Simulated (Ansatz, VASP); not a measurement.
**Re in VASP and in Ansatz**

```
Re
1.0
    -1.54188    1.54188    1.54188
     1.54188   -1.54188    1.54188
     1.54188    1.54188   -1.54188
Re
1
Direct
  0.00000 0.00000 0.00000
```

Alike in both runs: functional PBEsol; k mesh 10 × 10 × 10; occupations gaussian, width 0.1 eV; no spin polarisation.

Ansatz relaxed the structure, and its values are those at the end. VASP's run is a single point on that final structure, the one shown.

|  | VASP | Ansatz |
| --- | --- | --- |
| version | VASP 6.6.1 | Ansatz 0.2.0 |
| potentials or method | VASP PAW PBE potentials, release 64 (Re), cutoff 520 eV | scalar-relativistic, plane waves, PAW |
| valence electrons in the cell | 7 | 15 |

```csv
,VASP,Ansatz,Ansatz less VASP
gap on the k mesh at the Fermi level (eV),none,none,-
pressure (GPa),0.4,0.4,-0.04
```

VASP's potentials were made for PBE, not for PBEsol. A gap of «none» marks a metal or a gap that the smearing closes. VASP's potentials hold 7 valence electrons a cell and Ansatz's 15, so a difference there can come from the potentials and not from the codes.

Spin-orbit coupling is off throughout.
